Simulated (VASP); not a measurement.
# SiGe (P6_3mc) in VASP: notebook

The runs below take SiGe through single point, relaxation of cell and atoms, with PBEsol, r2SCAN+rVV10.

All numbers are computed with VASP 6.6.1; they aren't measurements. Logs are shortened: lines on timing, memory, paths and dates and some standing lists are left out, and cuts for length are marked.

### Step 1. The cell of the first run

The structure is hexagonal, space group P6_3mc (No. 186). The conventional cell has a = 3.903 Å, b = 3.903 Å, c = 6.435 Å, α = 90.00°, β = 90.00°, γ = 120.00°. Within 3.2 Å of Ge (site symmetry 3m) lie 4 Si at 2.39 to 2.41 Å. Si (site symmetry 3m) has 4 Ge at 2.39 to 2.41 Å within 3.2 Å.

### Step 2. Single point, PBEsol

INCAR

```
PREC = Accurate
ENCUT = 520
EDIFF = 1E-6
ISMEAR = -1
SIGMA = 0.03
LREAL = False
LASPH = True
NELM = 80
ALGO = Normal
ISIF = 2
LWAVE = False
LCHARG = False
GGA = PS
NBANDS = 26
```

KPOINTS

```
Automatic mesh
0
Gamma
  6 6 4
```

POSCAR

```
SiGe
1.0
    3.9033383655      0.0000000000      0.0000000000
   -1.9516691827      3.3803901841      0.0000000000
    0.0000000000      0.0000000000      6.4353520176
Ge Si
2 2
Direct
    0.3333333333      0.6666666667      0.0002946365
    0.6666666667      0.3333333333      0.5002946365
    0.3333333333      0.6666666667      0.3747053635
    0.6666666667      0.3333333333      0.8747053635
```

Potentials or basis: VASP PAW PBE potentials, release 64 (Ge_d, Si).

On the command line:

```console
cat potpaw_PBE.64/Ge_d/POTCAR potpaw_PBE.64/Si/POTCAR > POTCAR
mpirun -np 1 vasp_std > vasp.out
```

OUTCAR:

```text
PREC = Accurate
   ENCUT = 520
   EDIFF = 1E-6
   ISMEAR = -1
   LREAL = False
   LASPH = True
   NELM = 80
   ISIF = 2
   GGA = PS

 ion  position               nearest neighbor table
   1  0.333  0.667  0.000-   4 2.39   4 2.39   4 2.39   3 2.41
   2  0.667  0.333  0.500-   3 2.39   3 2.39   3 2.39   4 2.41
   3  0.333  0.667  0.375-   2 2.39   2 2.39   2 2.39   1 2.41
   4  0.667  0.333  0.875-   1 2.39   1 2.39   1 2.39   2 2.41

  LATTYP: Found a hexagonal cell.
 ALAT       =     3.9033383655
 C/A-ratio  =     1.6486790063

  Lattice vectors:

 A1 = (   3.9033383655,   0.0000000000,   0.0000000000)
 A2 = (  -1.9516691827,   3.3803901841,   0.0000000000)
 A3 = (   0.0000000000,   0.0000000000,   6.4353520176)

Analysis of symmetry for initial positions (statically):
=====================================================================
 Subroutine PRICEL returns:
 Original cell was already a primitive cell.

 Routine SETGRP: Setting up the symmetry group for a
 hexagonal supercell.

 Subroutine GETGRP returns: Found 12 space group operations
 (whereof  6 operations were pure point group operations)
 out of a pool of 24 trial point group operations.

The static configuration has the point symmetry C_3v.
 The point group associated with its full space group is C_6v.

Analysis of symmetry for dynamics (positions and initial velocities):
=====================================================================
 Subroutine PRICEL returns:
 Original cell was already a primitive cell.

 Routine SETGRP: Setting up the symmetry group for a
 hexagonal supercell.

 Subroutine GETGRP returns: Found 12 space group operations
 (whereof  6 operations were pure point group operations)
 out of a pool of 24 trial point group operations.

The dynamic configuration has the point symmetry C_3v.
 The point group associated with its full space group is C_6v.

 Subroutine INISYM returns: Found 12 space group operations
 (whereof  6 operations are pure point group operations),
 and found     1 'primitive' translations

----------------------------------------------------------------------------------------

                                     Primitive cell

  volume of cell :      84.9132

  direct lattice vectors                    reciprocal lattice vectors
     3.903338365  0.000000000  0.000000000     0.256190959  0.147911919  0.000000000
    -1.951669183  3.380390184  0.000000000     0.000000000  0.295823839  0.000000000
     0.000000000  0.000000000  6.435352018     0.000000000  0.000000000  0.155391655

  length of vectors
     3.903338365  3.903338365  6.435352018     0.295823839  0.295823839  0.155391655

  position of ions in fractional coordinates (direct lattice)
     0.333333333  0.666666667  0.000294637
     0.666666667  0.333333333  0.500294637
     0.333333333  0.666666667  0.374705363
     0.666666667  0.333333333  0.874705363

  ion indices of the primitive-cell ions
   primitive index   ion index
                 1           1
                 2           2
                 3           3
                 4           4

----------------------------------------------------------------------------------------

 KPOINTS: Automatic mesh

Automatic generation of k-mesh.
 Grid dimensions read from file:
 generate k-points for:    6    6    4

 Generating k-lattice:

  Cartesian coordinates                     Fractional coordinates (reciprocal lattice)
     0.042698493  0.024651987  0.000000000     0.166666667  0.000000000  0.000000000
     0.000000000  0.049303973  0.000000000     0.000000000  0.166666667  0.000000000
     0.000000000  0.000000000  0.038847914     0.000000000  0.000000000  0.250000000

  Length of vectors
     0.049303973  0.049303973  0.038847914

  Shift w.r.t. Gamma in fractional coordinates (k-lattice)
     0.000000000  0.000000000  0.000000000

 Subroutine IBZKPT returns following result:
 ===========================================

 Found     21 irreducible k-points:

 Following reciprocal coordinates:
            Coordinates               Weight
  0.000000  0.000000  0.000000      1.000000
  0.166667  0.000000  0.000000      6.000000
  0.333333  0.000000  0.000000      6.000000
  0.500000  0.000000  0.000000      3.000000
  0.166667  0.166667  0.000000      6.000000
  0.333333  0.166667  0.000000     12.000000
[... 13 lines left out ...]
  0.333333  0.166667  0.500000     12.000000
  0.333333  0.333333  0.500000      2.000000
   k-points           NKPTS =     21   k-points in BZ     NKDIM =     21   number of bands    NBANDS=     26
   number of dos      NEDOS =    301   number of ions     NIONS =      4
   total plane-waves  NPLWV =  43200
   dimension x,y,z NGX =    30 NGY =   30 NGZ =   48
   dimension x,y,z NGXF=    60 NGYF=   60 NGZF=   96
   ions per type =               2   2
   NGX,Y,Z   is equivalent  to a cutoff of  12.78, 12.78, 12.40 a.u.
   NGXF,Y,Z  is equivalent  to a cutoff of  25.55, 25.55, 24.80 a.u.
 SYSTEM =  unknown system
   PREC   = accura    normal or accurate (medium, high low for compatibility)
   ISTART =      0    job   : 0-new  1-cont  2-samecut
   ICHARG =      2    charge: 1-file 2-atom 10-const
   ISPIN  =      1    spin polarized calculation?
   LNONCOLLINEAR =      F non collinear calculations
   LSORBIT =      F    spin-orbit coupling
   LASPH  =      T    aspherical Exc in radial PAW
   ENCUT  =  520.0 eV  38.22 Ry    6.18 a.u.   7.26  7.26 11.97*2*pi/ulx,y,z
   NELM   =     80;   NELMIN=  2; NELMDL= -5     # of ELM steps
   EDIFF  = 0.1E-05   stopping-criterion for ELM
   LREAL  =      F    real-space projection
   EDIFFG = 0.1E-04   stopping-criterion for IOM
   NSW    =      0    number of steps for IOM
   IBRION =     -1    ionic relax: 0-MD 1-quasi-New 2-CG
   NFREE  =      0    steps in history (QN), initial steepest desc. (CG)
   ISIF   =      2    stress and relaxation
   ISYM   =      2    0-nonsym 1-usesym 2-fastsym
   POTIM  = 0.5000    time-step for ionic-motion
   TEBEG  =    0.0;   TEEND  =   0.0 temperature during run
   PSTRESS=    0.0 pullay stress
   NELECT =      36.0000    total number of electrons
   NUPDOWN=      -1.0000    fix difference up-down
   EMIN   =  10.00;   EMAX   =-10.00  energy-range for DOS
   EFERMI =   0.00;   METHOD = LEGACY
   ISMEAR =    -1;   SIGMA  =   0.03  broadening in eV -4-tet -1-fermi 0-gaus
   EFERMI_NEDOS =   21; number of points for ismear=-14 and -15
   IALGO  =     38    algorithm
   IMIX   =      4    mixing-type and parameters
     AMIX     =   0.40;   BMIX     =  1.00
     AMIX_MAG =   1.60;   BMIX_MAG =  1.00
  volume/ion in A,a.u.               =      21.23       143.26
  Fermi-wavevector in a.u.,A,eV,Ry     =   1.229845  2.324071 20.579083  1.512520
  Thomas-Fermi vector in A             =   2.364717
   LORBIT       =      0    0 simple, 1 ext, 2 COOP (PROOUT), +10 PAW based schemes
   GGA     = PS    functional components
   LHFCALC =     F    Hartree Fock is set to
   AEXX    =    0.0000 exact exchange contribution
   IVDW    =     0    specifies the selected vdW correction
   LEPSILON=     F    determine dielectric tensor
   LRPA    =     F    only Hartree local field effects (RPA)
 non-spin polarized calculation
  energy-cutoff  :      520.00
  volume of cell :       84.91
 maximum number of plane-waves:      2316
 NGX is ok and might be reduce to    30
   NGX = 15   NGY = 15   NGZ = 23

 number of electron      35.9999969 magnetization

 Free energy of the ion-electron system (eV)
  ---------------------------------------------------
  ext. energy  EPLUGINS =         0.00000000
  ---------------------------------------------------
  free energy    TOTEN  =       -21.22842111 eV

  energy without entropy =      -21.22836921  energy(sigma->0) =      -21.22839516

 E-fermi :   5.7172     XC(G=0):  -9.8768

 val. band max:        5.5556109133   @ k =   0.0000   0.0000   0.0000
 cond. band min:       5.8947861470   @ k =   0.5000   0.0000   0.0000
 fundamental gap:      0.3391752337
 Fermi energy:         5.7171803116

 k-point     1 :       0.0000    0.0000    0.0000
  band No.  band energies     occupation
      1     -18.9638      2.00000
      2     -18.9637      2.00000
      3     -18.9586      2.00000
      4     -18.9586      2.00000
      5     -18.9555      2.00000
      6     -18.9555      2.00000
[... 18 lines left out ...]
     25       9.8324      0.00000
     26      11.9946      0.00000

 k-point     2 :       0.1667    0.0000    0.0000
  band No.  band energies     occupation
      1     -18.9639      2.00000
      2     -18.9623      2.00000
      3     -18.9591      2.00000
      4     -18.9573      2.00000
      5     -18.9550      2.00000
      6     -18.9538      2.00000
[... 18 lines left out ...]
     25      10.7277      0.00000
     26      10.9632      0.00000

 k-point     3 :       0.3333    0.0000    0.0000
  band No.  band energies     occupation
      1     -18.9654      2.00000
      2     -18.9605      2.00000
      3     -18.9593      2.00000
      4     -18.9553      2.00000
      5     -18.9528      2.00000
      6     -18.9508      2.00000
[... 18 lines left out ...]
     25      12.1666      0.00000
     26      12.9379      0.00000

 k-point     4 :       0.5000    0.0000    0.0000
  band No.  band energies     occupation
      1     -18.9664      2.00000
      2     -18.9612      2.00000
      3     -18.9581      2.00000
      4     -18.9546      2.00000
      5     -18.9515      2.00000
      6     -18.9494      2.00000
[... 18 lines left out ...]
     25      12.4893      0.00000
     26      13.5267      0.00000

 k-point     5 :       0.1667    0.1667    0.0000
  band No.  band energies     occupation
      1     -18.9638      2.00000
      2     -18.9614      2.00000
      3     -18.9587      2.00000
      4     -18.9566      2.00000
      5     -18.9534      2.00000
      6     -18.9518      2.00000
[... 18 lines left out ...]
     25      10.4284      0.00000
     26      12.4530      0.00000

 k-point     6 :       0.3333    0.1667    0.0000
  band No.  band energies     occupation
      1     -18.9643      2.00000
      2     -18.9608      2.00000
      3     -18.9575      2.00000
      4     -18.9554      2.00000
      5     -18.9521      2.00000
      6     -18.9504      2.00000
[... 340 lines left out ...]
 k-point    18 :       0.5000    0.0000    0.5000
  band No.  band energies     occupation
      1     -18.9649      2.00000
      2     -18.9649      2.00000
      3     -18.9540      2.00000
      4     -18.9540      2.00000
      5     -18.9518      2.00000
      6     -18.9518      2.00000
[... 18 lines left out ...]
     25      13.1992      0.00000
     26      13.1992      0.00000

 k-point    19 :       0.1667    0.1667    0.5000
  band No.  band energies     occupation
      1     -18.9634      2.00000
      2     -18.9634      2.00000
      3     -18.9560      2.00000
      4     -18.9560      2.00000
      5     -18.9534      2.00000
      6     -18.9534      2.00000
[... 18 lines left out ...]
     25      11.1381      0.00000
     26      11.1381      0.00000

 k-point    20 :       0.3333    0.1667    0.5000
  band No.  band energies     occupation
      1     -18.9636      2.00000
      2     -18.9636      2.00000
      3     -18.9544      2.00000
      4     -18.9544      2.00000
      5     -18.9523      2.00000
      6     -18.9523      2.00000
[... 18 lines left out ...]
     25      12.2844      0.00000
     26      12.2844      0.00000

 k-point    21 :       0.3333    0.3333    0.5000
  band No.  band energies     occupation
      1     -18.9627      2.00000
      2     -18.9627      2.00000
      3     -18.9533      2.00000
      4     -18.9533      2.00000
      5     -18.9532      2.00000
      6     -18.9532      2.00000
[... 18 lines left out ...]
     25      12.3054      0.00000
     26      12.3182      0.00000

------------------------ aborting loop because EDIFF is reached ----------------------------------------

  FORCE on cell =-STRESS in cart. coord.  units (eV):
  Direction    XX          YY          ZZ          XY          YZ          ZX
  --------------------------------------------------------------------------------------
  -------------------------------------------------------------------------------------
  Total       -0.0062539     -0.0062539     -0.0089543     -0.0000000      0.0000000      0.0000000
  in kB       -0.1180019     -0.1180019     -0.1689526     -0.0000000      0.0000000      0.0000000
  external PRESSURE =      -0.1349855 kB  Pullay stress =       0.0000000 kB

 VOLUME and BASIS-vectors are now :
 -----------------------------------------------------------------------------
  energy-cutoff  :      520.00
  volume of cell :       84.91
      direct lattice vectors                 reciprocal lattice vectors
     3.903338365  0.000000000  0.000000000     0.256190959  0.147911919  0.000000000
    -1.951669183  3.380390184  0.000000000     0.000000000  0.295823839  0.000000000
     0.000000000  0.000000000  6.435352018     0.000000000  0.000000000  0.155391655

 POSITION                                       TOTAL-FORCE (eV/Angst)
 -----------------------------------------------------------------------------------
     -0.00000      2.25359      0.00190         0.000000     -0.000000     -0.000230
      1.95167      1.12680      3.21957        -0.000000      0.000000     -0.000230
     -0.00000      2.25359      2.41136        -0.000000     -0.000000      0.000230
      1.95167      1.12680      5.62904         0.000000      0.000000      0.000230
 -----------------------------------------------------------------------------------
    total drift:                                0.000000      0.000000      0.000899

  FREE ENERGIE OF THE ION-ELECTRON SYSTEM (eV)
  ---------------------------------------------------
  free  energy   TOTEN  =       -21.2284211093 eV

  energy  without entropy=      -21.2283692116  energy(sigma->0) =      -21.22839516
```

Wall time 21 s (1 thread of AMD EPYC 9R45 (Zen 5), shared host); peak memory 0.18 GiB.

Results:

* Free energy: -21.2284 eV
* Pressure: 0.0 GPa
* Band gap on the k mesh: 0.34 eV (least direct gap 0.39 eV)

Levels at points of the mesh, in eV from the valence-band top:
```
           k point  band 14  band 15  band 16  band 17  band 18  band 19  band 20  band 21  band 22  band 23
(0.00, 0.00, 0.00)    -1.59    -1.59    -0.30     0.00     0.00     0.39     1.51     2.02     2.02     2.66
(0.50, 0.00, 0.00)    -6.40    -4.77    -3.19    -3.03    -1.53     0.34     1.97     3.21     3.31     4.23
(0.00, 0.00, 0.50)    -4.56    -0.97    -0.97    -0.97    -0.97     1.19     1.19     3.07     3.07     3.07
(0.50, 0.00, 0.50)    -7.61    -2.59    -2.59    -2.53    -2.53     0.62     0.62     1.78     1.78     5.80
```

Caveat: the PAW data sets were made with another functional, which shifts forces and pressure a little. A k mesh can miss the band edges.

### Step 3. Relaxation of cell and atoms, PBEsol

This run uses another cell than the first one, of 18.73 Å³/atom.

INCAR

```
PREC = Accurate
ENCUT = 600
EDIFF = 1E-6
ISMEAR = -1
SIGMA = 0.03
LREAL = False
LASPH = True
NELM = 100
ALGO = Normal
ISIF = 3
LWAVE = False
LCHARG = False
GGA = PS
IBRION = 2
NSW = 100
EDIFFG = -0.01
```

KPOINTS is that of step 2.

POSCAR

```
SiGe
1.0
    3.7560475716      0.0000000000      0.0000000000
   -1.8780237858      3.2528326148      0.0000000000
    0.0000000000      0.0000000000      6.1336256844
Ge Si
2 2
Direct
    0.3333333333      0.6666666667      0.0000000000
    0.6666666667      0.3333333333      0.5000000000
    0.3333333333      0.6666666667      0.3750000000
    0.6666666667      0.3333333333      0.8750000000
```

Potentials or basis: VASP PAW PBE potentials, release 64 (Ge_d, Si).

On the command line:

```console
cat potpaw_PBE.64/Ge_d/POTCAR potpaw_PBE.64/Si/POTCAR > POTCAR
mpirun -np 1 vasp_std > vasp.out
```

Wall time 95 s (1 thread of AMD EPYC 9R45 (Zen 5), shared host); peak memory 0.19 GiB.

Results (log left out):

```
Free energy                           : -21.2280 eV
Relaxed volume                        : 21.23 Å³/atom
Relaxed cell                          : a = 3.904 Å, b = 3.904 Å, c = 6.434 Å, α = 90.00°, β = 90.00°, γ = 120.00°
Space group after relaxing (to 0.1 Å) : P6_3mc (No. 186)
Energy gained by relaxing             : 94.0 meV/atom
Ionic steps                           : 8
Pressure after relaxing               : 0.0 GPa
Largest force after relaxing          : 0.006 eV/Å
Band gap on the k mesh                : 0.34 eV (least direct gap 0.38 eV)
```

Forces in eV/Å, atoms in the order of the input:
```
Ge   0.000  0.000  0.006
Ge   0.000  0.000  0.006
Si   0.000  0.000 -0.006
Si   0.000  0.000 -0.006
```

The path:
```tsv
step	energy change (eV)	largest force (eV/Å)	pressure (GPa)	volume (Å³)
1	0.0000	0.0483	13.40	74.94
2	-0.1997	0.0832	-6.10	93.24
3	-0.3757	0.0610	-0.07	84.96
4	-0.3756	0.0594	0.18	84.76
5	-0.3760	0.0030	0.16	84.77
6	-0.3760	0.0035	0.13	84.77
7	-0.3761	0.0083	-0.08	84.97
8	-0.3761	0.0060	0.03	84.93
```

Final structure:
```
Ge Si
1.0
     3.90414    0.00000    0.00000
    -1.95207    3.38108    0.00000
     0.00000    0.00000    6.43409
Ge Si
2 2
Direct
  0.33333 0.66667 0.00023
  0.66667 0.33333 0.50023
  0.33333 0.66667 0.37477
  0.66667 0.33333 0.87477
```

Levels at points of the mesh, in eV from the valence-band top:
```csv
k point,band 15,band 16,band 17,band 18,band 19,band 20,band 21,band 22
"(0.00, 0.00, 0.00)",-1.59,-0.29,0.00,0.00,0.38,1.51,2.03,2.03
"(0.50, 0.00, 0.00)",-4.77,-3.19,-3.03,-1.53,0.34,1.97,3.21,3.32
"(0.00, 0.00, 0.50)",-0.97,-0.97,-0.97,-0.97,1.19,1.19,3.07,3.07
"(0.50, 0.00, 0.50)",-2.59,-2.59,-2.53,-2.53,0.63,0.63,1.78,1.78
```

Caveat: the PAW data sets were made with another functional, which shifts forces and pressure a little. A k mesh can miss the band edges.

(Part 1 of 2 ends here.)
